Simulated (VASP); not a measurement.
# CuO (C2/c) in VASP: relaxation of cell and atoms with revpbe exchange, lyp correlation

Aim: the relaxation of cell and atoms of CuO with revpbe exchange, lyp correlation.

Everything below comes from runs of VASP 6.6.1. Logs are shortened: lines on timing, memory, paths and dates and some standing lists are left out, and cuts for length are marked.

## Step 1: The cell of the first run

Symmetry: C2/c, No. 15, monoclinic system. Conventional cell: a = 4.684 Å, b = 3.423 Å, c = 5.129 Å, α = 90.00°, β = 99.54°, γ = 90.00°. Within 2.6 Å of Cu (site symmetry -1) lie 4 O at 1.95 to 1.96 Å. Within 3.0 Å of O (site symmetry 2) lie 6 Cu at 1.95 to 2.78 Å and 6 O at 2.62 to 2.90 Å.

## Step 2: Relaxation of cell and atoms, revpbe exchange, lyp correlation, target pressure -2 GPa, at which the enthalpy is minimised

Contents of INCAR:

```
SYSTEM = CuO
  PREC = Accurate
  ENCUT = 600
  EDIFF = 1E-7
  ISMEAR = 0
  SIGMA = 0.1
  LREAL = .False.
  LASPH = .True.
  NELM = 120
  ALGO = Normal
  ISIF = 3
  LWAVE = .False.
  LCHARG = .False.
  GGA = LIBXC
  LIBXC1 = GGA_X_PBE_R
  LIBXC2 = GGA_C_LYP
  IBRION = 2
  NSW = 80
  EDIFFG = -0.001
  PSTRESS = -20.0
  GGA_COMPAT = .False.
  NELMIN = 4
```

Contents of KPOINTS:

```
Automatic mesh
0
Gamma
  12 12 7
  0.5 0.5 0.5
```

Contents of POSCAR:

```
CuO
1.0
    2.3418500000     -1.7113000000      0.0000000000
    2.3418500000      1.7113000000      0.0000000000
   -0.8500270000      0.0000000000      5.0578690000
Cu O
2 2
Direct
    0.0000000000      0.5000000000      0.0000000000
    0.5000000000      0.0000000000      0.5000000000
    0.5816000000      0.4184000000      0.2500000000
    0.4184000000      0.5816000000      0.7500000000
```

Potentials or basis: VASP PAW PBE potentials, release 64 (Cu, O).

Launch:

```console
cat potpaw_PBE.64/Cu/POTCAR potpaw_PBE.64/O/POTCAR > POTCAR
mpirun -np 1 vasp_std > vasp.out
```

OUTCAR:

```text
SYSTEM = CuO
   PREC = Accurate
   ENCUT = 600
   EDIFF = 1E-7
   ISMEAR = 0
   LREAL = .False.
   LASPH = .True.
   NELM = 120
   ISIF = 3
   GGA = LIBXC
   IBRION = 2
   NSW = 80
   EDIFFG = -0.001
   PSTRESS = -20.0
   NELMIN = 4

 ion  position               nearest neighbor table
   1  0.000  0.500  0.000-   3 1.95   4 1.95   4 1.96   3 1.96
   2  0.500  0.000  0.500-   4 1.95   3 1.95   4 1.96   3 1.96
   3  0.582  0.418  0.250-   2 1.95   1 1.95   2 1.96   1 1.96
   4  0.418  0.582  0.750-   1 1.95   2 1.95   2 1.96   1 1.96

  LATTYP: Found a base centered monoclinic cell.
 ALAT       =     4.6837000000
 B/A-ratio  =     0.7307470589
 C/A-ratio  =     1.0950316075
 COS(beta)  =    -0.1657360545

  Lattice vectors:

 A1 = (   2.3418500000,  -1.7113000000,   0.0000000000)
 A2 = (   2.3418500000,   1.7113000000,   0.0000000000)
 A3 = (  -0.8500270000,   0.0000000000,   5.0578690000)

Analysis of symmetry for initial positions (statically):
=====================================================================
 Subroutine PRICEL returns:
 Original cell was already a primitive cell.

 Routine SETGRP: Setting up the symmetry group for a
 base centered monoclinic supercell.

 Subroutine GETGRP returns: Found  4 space group operations
 (whereof  2 operations were pure point group operations)
 out of a pool of  4 trial point group operations.

The static configuration has the point symmetry S_2 .
 The point group associated with its full space group is C_2h.

Analysis of symmetry for dynamics (positions and initial velocities):
=====================================================================
 Subroutine PRICEL returns:
 Original cell was already a primitive cell.

 Routine SETGRP: Setting up the symmetry group for a
 base centered monoclinic supercell.

 Subroutine GETGRP returns: Found  4 space group operations
 (whereof  2 operations were pure point group operations)
 out of a pool of  4 trial point group operations.

The dynamic configuration has the point symmetry S_2 .
 The point group associated with its full space group is C_2h.

 Subroutine INISYM returns: Found  4 space group operations
 (whereof  2 operations are pure point group operations),
 and found     1 'primitive' translations

----------------------------------------------------------------------------------------

                                     Primitive cell

  volume of cell :      40.5399

  direct lattice vectors                    reciprocal lattice vectors
     2.341850000 -1.711300000  0.000000000     0.213506416 -0.292175539  0.035881953
     2.341850000  1.711300000  0.000000000     0.213506416  0.292175539  0.035881953
    -0.850027000  0.000000000  5.057869000     0.000000000  0.000000000  0.197711724

  length of vectors
     2.900484289  2.900484289  5.128799540     0.363646875  0.363646875  0.197711724

  position of ions in fractional coordinates (direct lattice)
     1.000000000  0.500000000  0.000000000
     0.500000000  1.000000000  0.500000000
     0.581600000  0.418400000  0.250000000
     0.418400000  0.581600000  0.750000000

  ion indices of the primitive-cell ions
   primitive index   ion index
                 1           1
                 2           2
                 3           3
                 4           4

----------------------------------------------------------------------------------------

 KPOINTS: Automatic mesh

Automatic generation of k-mesh.
 Grid dimensions read from file:
 generate k-points for:   12   12    7

 Generating k-lattice:

  Cartesian coordinates                     Fractional coordinates (reciprocal lattice)
     0.017792201 -0.024347962  0.002990163     0.083333333 -0.000000000  0.000000000
     0.017792201  0.024347962  0.002990163    -0.000000000  0.083333333  0.000000000
     0.000000000  0.000000000  0.028244532     0.000000000  0.000000000  0.142857143

  Length of vectors
     0.030303906  0.030303906  0.028244532

  Shift w.r.t. Gamma in fractional coordinates (k-lattice)
     0.500000000  0.500000000  0.500000000

 Subroutine IBZKPT returns following result:
 ===========================================

 Found    276 irreducible k-points:

 Following reciprocal coordinates:
            Coordinates               Weight
  0.041667  0.041667  0.071429      2.000000
  0.125000  0.041667  0.071429      4.000000
  0.208333  0.041667  0.071429      4.000000
  0.291667  0.041667  0.071429      4.000000
  0.375000  0.041667  0.071429      4.000000
  0.458333  0.041667  0.071429      4.000000
[... 16 lines left out ...]
 -0.041667  0.125000  0.071429      4.000000
  0.208333  0.208333  0.071429      2.000000
 [... further k-points ...]
   k-points           NKPTS =    276   k-points in BZ     NKDIM =    276   number of bands    NBANDS=     21
   number of dos      NEDOS =    301   number of ions     NIONS =      4
   total plane-waves  NPLWV =  24192
   dimension x,y,z NGX =    24 NGY =   24 NGZ =   42
   dimension x,y,z NGXF=    48 NGYF=   48 NGZF=   84
   ions per type =               2   2
   NGX,Y,Z   is equivalent  to a cutoff of  13.76, 13.76, 13.61 a.u.
   NGXF,Y,Z  is equivalent  to a cutoff of  27.51, 27.51, 27.23 a.u.
 SYSTEM =  CuO
   PREC   = accura    normal or accurate (medium, high low for compatibility)
   ISTART =      0    job   : 0-new  1-cont  2-samecut
   ICHARG =      2    charge: 1-file 2-atom 10-const
   ISPIN  =      1    spin polarized calculation?
   LNONCOLLINEAR =      F non collinear calculations
   LSORBIT =      F    spin-orbit coupling
   LASPH  =      T    aspherical Exc in radial PAW
   ENCUT  =  600.0 eV  44.10 Ry    6.64 a.u.   5.79  5.79 10.24*2*pi/ulx,y,z
   NELM   =    120;   NELMIN=  4; NELMDL= -5     # of ELM steps
   EDIFF  = 0.1E-06   stopping-criterion for ELM
   LREAL  =      F    real-space projection
   EDIFFG = -.1E-02   stopping-criterion for IOM
   NSW    =     80    number of steps for IOM
   IBRION =      2    ionic relax: 0-MD 1-quasi-New 2-CG
   NFREE  =      1    steps in history (QN), initial steepest desc. (CG)
   ISIF   =      3    stress and relaxation
   ISYM   =      2    0-nonsym 1-usesym 2-fastsym
   POTIM  = 0.5000    time-step for ionic-motion
   TEBEG  =    0.0;   TEEND  =   0.0 temperature during run
   PSTRESS=  -20.0 pullay stress
   NELECT =      34.0000    total number of electrons
   NUPDOWN=      -1.0000    fix difference up-down
   EMIN   =  10.00;   EMAX   =-10.00  energy-range for DOS
   EFERMI =   0.00;   METHOD = LEGACY
   ISMEAR =     0;   SIGMA  =   0.10  broadening in eV -4-tet -1-fermi 0-gaus
   EFERMI_NEDOS =   21; number of points for ismear=-14 and -15
   IALGO  =     38    algorithm
   IMIX   =      4    mixing-type and parameters
     AMIX     =   0.40;   BMIX     =  1.00
     AMIX_MAG =   1.60;   BMIX_MAG =  1.00
  volume/ion in A,a.u.               =      10.13        68.39
  Fermi-wavevector in a.u.,A,eV,Ry     =   1.543856  2.917465 32.429381  2.383492
  Thomas-Fermi vector in A             =   2.649460
   LORBIT       =      0    0 simple, 1 ext, 2 COOP (PROOUT), +10 PAW based schemes
   GGA     = LIBXC    functional components
   LHFCALC =     F    Hartree Fock is set to
   AEXX    =    0.0000 exact exchange contribution
   IVDW    =     0    specifies the selected vdW correction
   LEPSILON=     F    determine dielectric tensor
   LRPA    =     F    only Hartree local field effects (RPA)
 conjugate gradient relaxation of ions
 non-spin polarized calculation
 Gauss-broadening in eV      SIGMA  =   0.10
  energy-cutoff  :      600.00
  volume of cell :       40.54
 maximum number of plane-waves:      1366
   NGX = 11   NGY = 11   NGZ = 21

--------------------------------------- Ionic step        1  -------------------------------------------

 number of electron      33.9999983 magnetization

 Free energy of the ion-electron system (eV)
  ---------------------------------------------------
  ext. energy  EPLUGINS =         0.00000000
  ---------------------------------------------------
  free energy    TOTEN  =       -16.90579502 eV

  energy without entropy =      -16.89413871  energy(sigma->0) =      -16.89996687

------------------------ aborting loop because EDIFF is reached ----------------------------------------

  FORCE on cell =-STRESS in cart. coord.  units (eV):
  Direction    XX          YY          ZZ          XY          YZ          ZX
  --------------------------------------------------------------------------------------
  -------------------------------------------------------------------------------------
  Total        4.4329291      4.3697931      4.5243434      0.0000000      0.0000000     -0.4311382
  in kB      175.1937354    172.6985382    178.8065179      0.0000000      0.0000000    -17.0390085
  external PRESSURE =     195.5662638 kB  Pullay stress =     -20.0000000 kB
[... 1272 lines left out ...]
     20       9.7133      0.00000
     21      12.2858      0.00000

 [... further k-points ...]

[... ionic steps 4 to 27 ...]

--------------------------------------- Ionic step       28  -------------------------------------------

 number of electron      34.0000006 magnetization

------------------------ aborting loop because EDIFF is reached ----------------------------------------

  FORCE on cell =-STRESS in cart. coord.  units (eV):
  Direction    XX          YY          ZZ          XY          YZ          ZX
  --------------------------------------------------------------------------------------
  -------------------------------------------------------------------------------------
  Total       -0.6149269     -0.5974622     -0.6193236      0.0000000      0.0000000      0.0103043
  in kB      -20.2734430    -19.6976536    -20.4183995      0.0000000      0.0000000      0.3397205
  external PRESSURE =      -0.1298320 kB  Pullay stress =     -20.0000000 kB
[... 65 lines left out ...]
  enthalpy is  TOTEN    =       -17.9870577469 eV   P V=       -0.6065392918

--------------------------------------- Ionic step       30  -------------------------------------------

 number of electron      34.0000006 magnetization

 Free energy of the ion-electron system (eV)
  ---------------------------------------------------
  ext. energy  EPLUGINS =         0.00000000
  ---------------------------------------------------
  free energy    TOTEN  =       -17.38060937 eV

  energy without entropy =      -17.36854522  energy(sigma->0) =      -17.37457729

 E-fermi :   4.2866     XC(G=0): -10.1067

 val. band max:        4.2823411889   @ k =   0.4583   0.2083   0.5000
 cond. band min:       4.2939361326   @ k =  -0.3750   0.3750   0.3571
 fundamental gap:      0.0115949437
 Fermi energy:         4.2866242999

 k-point     1 :       0.0417    0.0417    0.0714
  band No.  band energies     occupation
      1     -14.7004      2.00000
      2     -13.6489      2.00000
      3      -2.7868      2.00000
      4      -0.5831      2.00000
      5      -0.4788      2.00000
      6       0.8933      2.00000
[... 598 lines left out ...]
  FREE ENERGIE OF THE ION-ELECTRON SYSTEM (eV)
  ---------------------------------------------------
  free  energy   TOTEN  =       -17.3806093722 eV

  energy  without entropy=      -17.3685452161  energy(sigma->0) =      -17.37457729

  enthalpy is  TOTEN    =       -17.9870597554 eV   P V=       -0.6064503832

 reached required accuracy - stopping structural energy minimisation
```

Wall time 35 min (1 thread of Intel Xeon Platinum 8488C (Sapphire Rapids), shared host); peak memory 0.4 GiB.

What came out:

| Item | Value |
| --- | --- |
| Free energy | -17.3806 eV |
| Relaxed volume | 12.15 Å³/atom |
| Relaxed cell | a = 3.039 Å, b = 3.039 Å, c = 5.270 Å, α = 90.20°, β = 90.20°, γ = 86.50° |
| Space group after relaxing (to 0.1 Å) | Cccm (No. 66) |
| Energy change on relaxing (the run minimises the enthalpy) | -118.7 meV/atom |
| Ionic steps | 30 |
| Pressure after relaxing | -2.0 GPa |
| Band gap on the k mesh | zero (bands 17 and 18 overlap by 1.02 eV) |

The path:
```csv
step,energy change (eV),largest force (eV/Å),pressure (GPa),volume (Å³)
1,0.0000,0.1297,17.56,40.54
2,-0.1380,0.5406,-7.82,48.24
3,-0.2182,0.4287,-1.93,45.68
4,-0.2518,0.3903,-1.91,46.04
5,-0.3171,0.2483,-1.72,47.07
6,-0.2543,0.0836,-1.07,48.84
7,-0.3281,0.1128,-1.43,47.73
8,-0.3563,0.1137,-2.19,48.30
9,-0.4026,0.0779,-4.67,49.89
10,-0.4025,0.0534,-5.64,50.42
11,-0.4587,0.0104,-2.51,48.93
12,-0.4658,0.0237,-1.63,48.53
13,-0.4666,0.0254,-1.47,48.47
14,-0.4691,0.0063,-2.18,48.62
15,-0.4688,0.0214,-2.47,48.69
16,-0.4736,0.0341,-1.79,48.43
17,-0.4750,0.0405,-1.55,48.33
18,-0.4747,0.0408,-1.81,48.47
19,-0.4729,0.0417,-2.25,48.68
20,-0.4753,0.0186,-1.80,48.53
21,-0.4750,0.0217,-1.88,48.55
22,-0.4742,0.0033,-2.09,48.63
23,-0.4743,0.0052,-2.07,48.62
24,-0.4749,0.0004,-1.93,48.57
25,-0.4747,0.0012,-1.99,48.59
26,-0.4747,0.0012,-1.97,48.59
27,-0.4747,0.0008,-1.98,48.59
28,-0.4746,0.0015,-2.01,48.60
29,-0.4747,0.0009,-2.01,48.59
30,-0.4748,0.0003,-1.99,48.58
```

Final structure:
```
CELL_PARAMETERS angstrom
2.20694 -2.08235 0.17264
2.20694 2.08235 0.17264
-0.43601 0.00000 5.25158
ATOMIC_POSITIONS crystal
Cu 0.00000 0.50000 0.00000
Cu 0.50000 0.00000 0.50000
O 0.50092 0.49908 0.25000
O 0.49908 0.50092 0.75000
```

Caveat: the cell is relaxed towards a set pressure, so the run minimises the enthalpy, not the energy; the volume moved by over 15 % at a fixed basis, so the end points are rough; the PAW data sets were made with another functional, which shifts forces and pressure a little; semilocal functionals often make such compounds metallic where correlation or magnetic order opens a gap, which also shifts bond lengths.
